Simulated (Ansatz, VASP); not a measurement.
One calculation of SiGe, two programs

File INCAR:

```
SYSTEM = SiGe
PREC = Accurate
ENCUT = 520
EDIFF = 1E-6
ISMEAR = 0
SIGMA = 0.03
LREAL = .False.
LASPH = .True.
NELM = 80
ALGO = Normal
ISIF = 2
LWAVE = .False.
LCHARG = .False.
GGA = PS
NBANDS = 26
```

The input KPOINTS:

```
Automatic mesh
0
Gamma
  12 12 6
  0 0 0
```

POSCAR

```
SiGe
1.0
    3.9044512986      0.0000000000      0.0000000000
   -1.9522256493      3.3813540124      0.0000000000
    0.0000000000      0.0000000000      6.4507830000
Si Ge
2 2
Direct
    0.6666666667      0.3333333333      0.8939844926
    0.3333333333      0.6666666667      0.3939844926
    0.6666666667      0.3333333333      0.5003920000
    0.3333333333      0.6666666667      0.0003920000
```

Input for Ansatz:

```yaml
crystal:
  lattice:
    - [3.9044512986, 0.0, 0.0]
    - [-1.9522256493, 3.3813540124, 0.0]
    - [0.0, 0.0, 6.450783]
  atoms:
    - { symbol: Si, position: [0.6666666667, 0.3333333333, 0.8939844926] }
    - { symbol: Si, position: [0.3333333333, 0.6666666667, 0.3939844926] }
    - { symbol: Ge, position: [0.6666666667, 0.3333333333, 0.500392] }
    - { symbol: Ge, position: [0.3333333333, 0.6666666667, 0.000392] }
basis:
  ecutwfc: 420
kpoints:
  mp_grid: { grid: [12, 12, 6] }
hamiltonian:
  xc: pbesol
scf:
  occupations: { method: gaussian, width: 0.03 }
output:
  forces: true
  stress: true
  eigenvalues: true
  write_density: true
  write_potential: true
  elf: true
  volumetric_format: npy
```

Change from the starting cell: all Si atoms moved +0.125 Å, as atom 1 along Cartesian [0 0 1].

Alike in both runs: task single point; functional PBEsol; k mesh 12 × 12 × 6; occupations gaussian, width 0.03 eV; no spin polarisation.

|  | VASP | Ansatz |
| --- | --- | --- |
| version | VASP 6.6.1 | Ansatz 0.2.0 |
| potentials or method | VASP PAW PBE potentials, release 64 (Si, Ge_d), cutoff 520 eV | scalar-relativistic, plane waves, PAW |
| valence electrons in the cell | 36 | 36 |

|  | VASP | Ansatz | Ansatz less VASP |
| --- | --- | --- | --- |
| gap on the k mesh at the Fermi level (eV) | none | none | - |
| pressure (GPa) | 0.3 | 0.3 | +0.03 |
| traceless stress, the component that is largest in VASP (GPa) | -4.11 | -4.13 | -0.022 |
| rms of the force components (eV/Å) | 0.703 | 0.704 | +0.0009 |

VASP's potentials were made for PBE, not for PBEsol. Atom by atom the forces differ by 0.001 eV/Å (rms over components). A gap of «none» marks a metal or a gap that the smearing closes.
